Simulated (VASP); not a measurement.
# KH3 (Pm-3m) in VASP: notebook

Runs on KH3. Level: PBE. Tasks: single point, relaxation of cell and atoms.

All numbers are computed with VASP 6.6.1; they aren't measurements. Logs are shortened: lines on timing, memory, paths and dates and some standing lists are left out, and cuts for length are marked.

## (1) The cell of the first run

It takes space group Pm-3m (No. 221, cubic). Conventional cell: a = 3.812 Å, b = 3.812 Å, c = 3.812 Å, α = 90.00°, β = 90.00°, γ = 90.00°. K (site symmetry m-3m) has 12 H at 2.70 Å within 3.6 Å. H (site symmetry 4/mmm) has 4 K at 2.70 Å and 8 H at 2.70 Å within 3.6 Å.

## (2) Single point, PBE

INCAR reads:

```
SYSTEM = KH3
ALGO = Normal
EDIFF = 1E-6
ENCUT = 520
GGA = PE
ISIF = 2
ISMEAR = 0
LASPH = .TRUE.
LCHARG = .FALSE.
LREAL = .FALSE.
LWAVE = .FALSE.
NBANDS = 14
NELM = 60
PREC = Accurate
SIGMA = 0.1
```

KPOINTS reads:

```
k-points
0
G
  12 12 12
  0 0 0
```

POSCAR reads:

```
KH3
1.0
    3.8116270172      0.0000000000      0.0000000000
    0.0000000000      3.8116270172      0.0000000000
    0.0000000000      0.0000000000      3.8116270172
K H
1 3
Direct
    0.0000000000      0.0000000000      0.0000000000
    0.0000000000      0.5000000000      0.5000000000
    0.5000000000      0.0000000000      0.5000000000
    0.5000000000      0.5000000000      0.0000000000
```

Potentials or basis: VASP PAW PBE potentials, release 64 (K_sv, H).

Run with:

```sh
cat potpaw_PBE.64/K_sv/POTCAR potpaw_PBE.64/H/POTCAR > POTCAR
mpirun -np 1 vasp_std > vasp.out
```

OUTCAR:

```text
SYSTEM = KH3
   EDIFF = 1E-6
   ENCUT = 520
   GGA = PE
   ISIF = 2
   ISMEAR = 0
   LASPH = .TRUE.
   LREAL = .FALSE.
   NELM = 60
   PREC = Accurate

 ion  position               nearest neighbor table
   1  0.000  0.000  0.000-
   2  0.000  0.500  0.500-
   3  0.500  0.000  0.500-
   4  0.500  0.500  0.000-

  LATTYP: Found a simple cubic cell.
 ALAT       =     3.8116270172

  Lattice vectors:

 A1 = (   3.8116270172,   0.0000000000,   0.0000000000)
 A2 = (   0.0000000000,   3.8116270172,   0.0000000000)
 A3 = (   0.0000000000,   0.0000000000,   3.8116270172)

Analysis of symmetry for initial positions (statically):
=====================================================================
 Subroutine PRICEL returns:
 Original cell was already a primitive cell.

 Routine SETGRP: Setting up the symmetry group for a
 simple cubic supercell.

 Subroutine GETGRP returns: Found 48 space group operations
 (whereof 48 operations were pure point group operations)
 out of a pool of 48 trial point group operations.

The static configuration has the point symmetry O_h .

Analysis of symmetry for dynamics (positions and initial velocities):
=====================================================================
 Subroutine PRICEL returns:
 Original cell was already a primitive cell.

 Routine SETGRP: Setting up the symmetry group for a
 simple cubic supercell.

 Subroutine GETGRP returns: Found 48 space group operations
 (whereof 48 operations were pure point group operations)
 out of a pool of 48 trial point group operations.

The dynamic configuration has the point symmetry O_h .

 Subroutine INISYM returns: Found 48 space group operations
 (whereof 48 operations are pure point group operations),
 and found     1 'primitive' translations

----------------------------------------------------------------------------------------

                                     Primitive cell

  volume of cell :      55.3772

  direct lattice vectors                    reciprocal lattice vectors
     3.811627017  0.000000000  0.000000000     0.262355156  0.000000000  0.000000000
     0.000000000  3.811627017  0.000000000     0.000000000  0.262355156  0.000000000
     0.000000000  0.000000000  3.811627017     0.000000000  0.000000000  0.262355156

  length of vectors
     3.811627017  3.811627017  3.811627017     0.262355156  0.262355156  0.262355156

  position of ions in fractional coordinates (direct lattice)
     0.000000000  0.000000000  0.000000000
     0.000000000  0.500000000  0.500000000
     0.500000000  0.000000000  0.500000000
     0.500000000  0.500000000  0.000000000

  ion indices of the primitive-cell ions
   primitive index   ion index
                 1           1
                 2           2
                 3           3
                 4           4

----------------------------------------------------------------------------------------

 KPOINTS: k-points

Automatic generation of k-mesh.
 Grid dimensions read from file:
 generate k-points for:   12   12   12

 Generating k-lattice:

  Cartesian coordinates                     Fractional coordinates (reciprocal lattice)
     0.021862930  0.000000000  0.000000000     0.083333333  0.000000000  0.000000000
     0.000000000  0.021862930  0.000000000     0.000000000  0.083333333  0.000000000
     0.000000000  0.000000000  0.021862930     0.000000000  0.000000000  0.083333333

  Length of vectors
     0.021862930  0.021862930  0.021862930

  Shift w.r.t. Gamma in fractional coordinates (k-lattice)
     0.000000000  0.000000000  0.000000000

 Subroutine IBZKPT returns following result:
 ===========================================

 Found     84 irreducible k-points:

 Following reciprocal coordinates:
            Coordinates               Weight
  0.000000  0.000000  0.000000      1.000000
  0.083333  0.000000  0.000000      6.000000
  0.166667  0.000000  0.000000      6.000000
  0.250000  0.000000  0.000000      6.000000
  0.333333  0.000000  0.000000      6.000000
  0.416667  0.000000  0.000000      6.000000
[... 16 lines left out ...]
  0.333333  0.333333  0.000000     12.000000
  0.416667  0.333333  0.000000     24.000000
 [... further k-points ...]
   k-points           NKPTS =     84   k-points in BZ     NKDIM =     84   number of bands    NBANDS=     14
   number of dos      NEDOS =    301   number of ions     NIONS =      4
   total plane-waves  NPLWV =  21952
   dimension x,y,z NGX =    28 NGY =   28 NGZ =   28
   dimension x,y,z NGXF=    56 NGYF=   56 NGZF=   56
   ions per type =               1   3
   NGX,Y,Z   is equivalent  to a cutoff of  12.21, 12.21, 12.21 a.u.
   NGXF,Y,Z  is equivalent  to a cutoff of  24.42, 24.42, 24.42 a.u.
 SYSTEM =  KH3
   PREC   = accura    normal or accurate (medium, high low for compatibility)
   ISTART =      0    job   : 0-new  1-cont  2-samecut
   ICHARG =      2    charge: 1-file 2-atom 10-const
   ISPIN  =      1    spin polarized calculation?
   LNONCOLLINEAR =      F non collinear calculations
   LSORBIT =      F    spin-orbit coupling
   LASPH  =      T    aspherical Exc in radial PAW
   ENCUT  =  520.0 eV  38.22 Ry    6.18 a.u.   7.09  7.09  7.09*2*pi/ulx,y,z
   NELM   =     60;   NELMIN=  2; NELMDL= -5     # of ELM steps
   EDIFF  = 0.1E-05   stopping-criterion for ELM
   LREAL  =      F    real-space projection
[... 7 lines left out ...]
   TEBEG  =    0.0;   TEEND  =   0.0 temperature during run
   PSTRESS=    0.0 pullay stress
   NELECT =      12.0000    total number of electrons
   NUPDOWN=      -1.0000    fix difference up-down
   EMIN   =  10.00;   EMAX   =-10.00  energy-range for DOS
   EFERMI =   0.00;   METHOD = LEGACY
   ISMEAR =     0;   SIGMA  =   0.10  broadening in eV -4-tet -1-fermi 0-gaus
   EFERMI_NEDOS =   21; number of points for ismear=-14 and -15
   IALGO  =     38    algorithm
   IMIX   =      4    mixing-type and parameters
     AMIX     =   0.40;   BMIX     =  1.00
     AMIX_MAG =   1.60;   BMIX_MAG =  1.00
  volume/ion in A,a.u.               =      13.84        93.43
  Fermi-wavevector in a.u.,A,eV,Ry     =   0.983312  1.858191 13.155518  0.966903
  Thomas-Fermi vector in A             =   2.114461
   LORBIT       =      0    0 simple, 1 ext, 2 COOP (PROOUT), +10 PAW based schemes
   GGA     = PE    functional components
   LHFCALC =     F    Hartree Fock is set to
   AEXX    =    0.0000 exact exchange contribution
   IVDW    =     0    specifies the selected vdW correction
   LEPSILON=     F    determine dielectric tensor
   LRPA    =     F    only Hartree local field effects (RPA)
 non-spin polarized calculation
 Gauss-broadening in eV      SIGMA  =   0.10
  energy-cutoff  :      520.00
  volume of cell :       55.38
 maximum number of plane-waves:      1506
   NGX = 15   NGY = 15   NGZ = 15

 number of electron      11.9999999 magnetization

 Free energy of the ion-electron system (eV)
  ---------------------------------------------------
  ext. energy  EPLUGINS =         0.00000000
  ---------------------------------------------------
  free energy    TOTEN  =        -7.01810441 eV

  energy without entropy =       -7.01018237  energy(sigma->0) =       -7.01414339

 E-fermi :  -2.2026     XC(G=0):  -7.8168

 val. band max:       -2.2297940322   @ k =   0.4167   0.3333   0.2500
 cond. band min:      -2.1801290699   @ k =   0.3333   0.3333   0.2500
 fundamental gap:      0.0496649623
 Fermi energy:        -2.2026310466

 k-point     1 :       0.0000    0.0000    0.0000
  band No.  band energies     occupation
      1     -30.4116      2.00000
      2     -13.8233      2.00000
      3     -13.8233      2.00000
      4     -13.8233      2.00000
      5      -6.1112      2.00000
      6      -1.2936      0.00000
      7      -1.2936      0.00000
      8       7.1378      0.00000
      9       7.1378      0.00000
     10       7.5723      0.00000
     11       7.5723      0.00000
     12       7.5723      0.00000
     13       8.4834      0.00000
     14       8.4834      0.00000

 k-point     2 :       0.0833    0.0000    0.0000
  band No.  band energies     occupation
      1     -30.4100      2.00000
      2     -13.8495      2.00000
      3     -13.8213      2.00000
      4     -13.8213      2.00000
      5      -6.0346      2.00000
      6      -1.3775      0.00000
      7      -1.2580      0.00000
      8       6.9312      0.00000
      9       7.1792      0.00000
     10       7.2819      0.00000
     11       7.2819      0.00000
     12       7.4490      0.00000
     13       8.4991      0.00000
     14       8.7784      0.00000

 k-point     3 :       0.1667    0.0000    0.0000
  band No.  band energies     occupation
      1     -30.4058      2.00000
      2     -13.9197      2.00000
      3     -13.8158      2.00000
      4     -13.8158      2.00000
      5      -5.8115      2.00000
      6      -1.6292      0.00000
      7      -1.1574      0.00000
      8       6.4167      0.00000
      9       6.7999      0.00000
     10       6.7999      0.00000
     11       7.1469      0.00000
     12       7.4732      0.00000
     13       8.5426      0.00000
     14       9.2881      0.00000
[... 324 lines left out ...]
 k-point    23 :       0.3333    0.3333    0.0000
  band No.  band energies     occupation
      1     -30.3779      2.00000
      2     -14.0612      2.00000
      3     -14.0367      2.00000
      4     -13.7798      2.00000
      5      -4.2116      2.00000
      6      -2.2392      1.39533
      7      -1.9720      0.00111
      8       4.2320      0.00000
      9       6.1708      0.00000
     10       6.3746      0.00000
     11       6.9006      0.00000
     12       7.9878      0.00000
     13       9.1878      0.00000
     14       9.9727      0.00000

 k-point    24 :       0.4167    0.3333    0.0000
  band No.  band energies     occupation
      1     -30.3739      2.00000
      2     -14.1074      2.00000
      3     -14.0348      2.00000
      4     -13.7746      2.00000
      5      -3.8693      2.00000
      6      -2.5608      2.00000
      7      -1.9708      0.00104
      8       3.8665      0.00000
      9       6.3248      0.00000
     10       6.6655      0.00000
     11       6.8461      0.00000
     12       7.9512      0.00000
     13       9.2649      0.00000
     14       9.8110      0.00000

 [... further k-points ...]
[... 5 lines left out ...]
  --------------------------------------------------------------------------------------
  -------------------------------------------------------------------------------------
  Total       -0.0052127     -0.0052127     -0.0052127      0.0000000     -0.0000000     -0.0000000
  in kB       -0.1508130     -0.1508130     -0.1508130      0.0000000     -0.0000000     -0.0000000
  external PRESSURE =      -0.1508130 kB  Pullay stress =       0.0000000 kB

 VOLUME and BASIS-vectors are now :
 -----------------------------------------------------------------------------
  energy-cutoff  :      520.00
  volume of cell :       55.38
      direct lattice vectors                 reciprocal lattice vectors
     3.811627017  0.000000000  0.000000000     0.262355156  0.000000000  0.000000000
     0.000000000  3.811627017  0.000000000     0.000000000  0.262355156  0.000000000
     0.000000000  0.000000000  3.811627017     0.000000000  0.000000000  0.262355156

 POSITION                                       TOTAL-FORCE (eV/Angst)
 -----------------------------------------------------------------------------------
      0.00000      0.00000      0.00000         0.000000      0.000000      0.000000
      0.00000      1.90581      1.90581         0.000000      0.000000      0.000000
      1.90581      0.00000      1.90581         0.000000      0.000000      0.000000
      1.90581      1.90581      0.00000         0.000000      0.000000      0.000000
 -----------------------------------------------------------------------------------
    total drift:                               -0.000000      0.000000     -0.000000

  FREE ENERGIE OF THE ION-ELECTRON SYSTEM (eV)
  ---------------------------------------------------
  free  energy   TOTEN  =        -7.0181044144 eV

  energy  without entropy=       -7.0101823664  energy(sigma->0) =       -7.01414339
```

Wall time 72 s (1 thread of Oxide Virtual Turin-like, shared host); peak memory 0.16 GiB.

What came out:

- Free energy: -7.0181 eV
- Pressure: 0.0 GPa
- Band gap on the k mesh: zero (bands 6 and 7 overlap by 1.53 eV)

Levels at points of the mesh, in eV from the Fermi level:
| k point | band 3 | band 4 | band 5 | band 6 | band 7 | band 8 | band 9 | band 10 |
| --- | --- | --- | --- | --- | --- | --- | --- | --- |
| (0.00, 0.00, 0.00) | -11.62 | -11.62 | -3.91 | 0.91 | 0.91 | 9.34 | 9.34 | 9.77 |
| (0.50, 0.00, 0.00) | -11.59 | -11.59 | -1.92 | -1.33 | 1.54 | 6.88 | 7.92 | 7.92 |
| (0.50, 0.50, 0.00) | -11.90 | -11.56 | -1.15 | -0.28 | -0.28 | 5.36 | 8.73 | 8.73 |
| (0.50, 0.50, 0.50) | -11.83 | -11.83 | -0.62 | -0.62 | -0.62 | 6.53 | 8.25 | 8.25 |

(Continued in part 2 of 2.)

The gap in the log of VASP goes by the Fermi energy; the results here count the filled bands.